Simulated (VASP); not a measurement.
Here is a VASP 6.6.1 calculation.

File INCAR:

```
PREC = Accurate ; ENCUT = 520
EDIFF = 1E-7 ; ISMEAR = 0
SIGMA = 0.1 ; LREAL = F
LASPH = T ; NELM = 100
ALGO = Normal ; ISIF = 2
LWAVE = F ; LCHARG = T
GGA = PE ; LELF = T
LVHAR = T ; NBANDS = 22
```

KPOINTS

```
regular mesh
0
Gamma
  6 6 4
```

Contents of POSCAR:

```
Zr2H3
1.0
    3.2685654400      0.0000000000      0.0000000000
   -1.6342827200      2.8306607000      0.0000000000
    0.0000000000      0.0000000000      6.7030384900
Zr H
2 3
Direct
    0.0000000000      0.0000000000      0.3051070800
    0.0000000000      0.0000000000      0.6948929200
    0.3333333300      0.6666666700      0.4384391800
    0.3333333300      0.6666666700      0.5615608200
    0.6666666700      0.3333333300      0.5000000000
```

Potentials or basis: VASP PAW PBE potentials, release 64 (Zr_sv, H).

Command:

```sh
$ cat potpaw_PBE.64/Zr_sv/POTCAR potpaw_PBE.64/H/POTCAR > POTCAR
$ mpirun -np 1 vasp_std > vasp.out
```

Question: Estimate the band gap on the k mesh.

Answer: Zero (an odd number of electrons rules out a gap without spin polarisation).

Question: Estimate the pressure.

Answer: 12.1 GPa.

Forces in eV/Å, atoms in the order of the input:
```
Zr   0.000  0.000 -4.075
Zr   0.000  0.000  4.075
H    0.000  0.000 -3.707
H    0.000  0.000  3.707
H    0.000  0.000  0.000
```

Caveat: the k points lie up to 0.37 Å⁻¹ apart, too coarse for converged energies and pressures of a metal; an odd number of electrons without spin polarisation forces a metal; a magnetic or distorted state may lie lower.
